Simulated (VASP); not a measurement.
Wanted: the native input for a VASP 6.6.1 run.

- Task: single point
- Functional: r2SCAN
- Potentials or basis: VASP PAW PBE potentials, release 64 (Ni, Si)
- Cutoff: 520 eV
- k mesh: 9 × 9 × 9
- Occupations: fermi-dirac, width 0.05 eV
- Spin: collinear spin, ferromagnetic start
- Starting moments: [1.0, 0.0, 0.0] μB
- Dipole correction: no
- Further INCAR settings: ALGO = Normal; EDIFF = 1e-06; NBANDS = 20

Crystal: Si2Ni.

```
CELL_PARAMETERS angstrom
0.00000 2.66647 2.66647
2.66647 0.00000 2.66647
2.66647 2.66647 0.00000
ATOMIC_POSITIONS crystal
Ni 0.00000 0.00000 0.00000
Si 0.75000 0.75000 0.75000
Si 0.25000 0.25000 0.25000
```

One way to write it, as run:

POSCAR

```
Si2Ni
1.0
    0.0000000000      2.6664684948      2.6664684948
    2.6664684948      0.0000000000      2.6664684948
    2.6664684948      2.6664684948      0.0000000000
Ni Si
1 2
Direct
    0.0000000000      0.0000000000      0.0000000000
    0.7500000000      0.7500000000      0.7500000000
    0.2500000000      0.2500000000      0.2500000000
```

INCAR.step1

```
PREC = Accurate
ENCUT = 520
ISMEAR = -1
SIGMA = 0.05
LREAL = False
LASPH = True
NELM = 150
ISPIN = 2
MAGMOM = 1 0 0
LMAXMIX = 4
NBANDS = 20
GGA = PE
ALGO = Normal
EDIFF = 1E-4
LWAVE = True
LCHARG = False
```

INCAR.step2

```
PREC = Accurate
ENCUT = 520
EDIFF = 1E-6
ISMEAR = -1
SIGMA = 0.05
LREAL = False
LASPH = True
NELM = 150
ALGO = Normal
ISIF = 2
LWAVE = False
LCHARG = True
ISPIN = 2
MAGMOM = 1 0 0
LORBIT = 11
LMAXMIX = 4
METAGGA = R2SCAN
LMIXTAU = True
LELF = True
LVHAR = True
NBANDS = 20
ISTART = 1
```

KPOINTS

```
regular mesh
0
Gamma
  9 9 9
```

Potentials or basis: VASP PAW PBE potentials, release 64 (Ni, Si).

Launch:

```console
$ cat potpaw_PBE.64/Ni/POTCAR potpaw_PBE.64/Si/POTCAR > POTCAR
$ cp INCAR.step1 INCAR
$ mpirun -np 1 vasp_std > vasp.out
$ cp INCAR.step2 INCAR
$ mpirun -np 1 vasp_std > vasp.out
```

It gave:

- Pressure: 4.9 GPa
- Band gap on the k mesh: zero (filled and empty bands overlap)
- Net moment: 0.00 μB per cell
- Valence electrons inside the program's atomic spheres: Ni 9.99; Si 1.61

Caveat: the PAW data sets were made with another functional, which shifts forces and pressure a little.

Run time: 2.6 min on 1 thread of Intel(R) Xeon(R) Platinum 8488C (Sapphire Rapids) (shared host), peak memory 0.2 GiB.
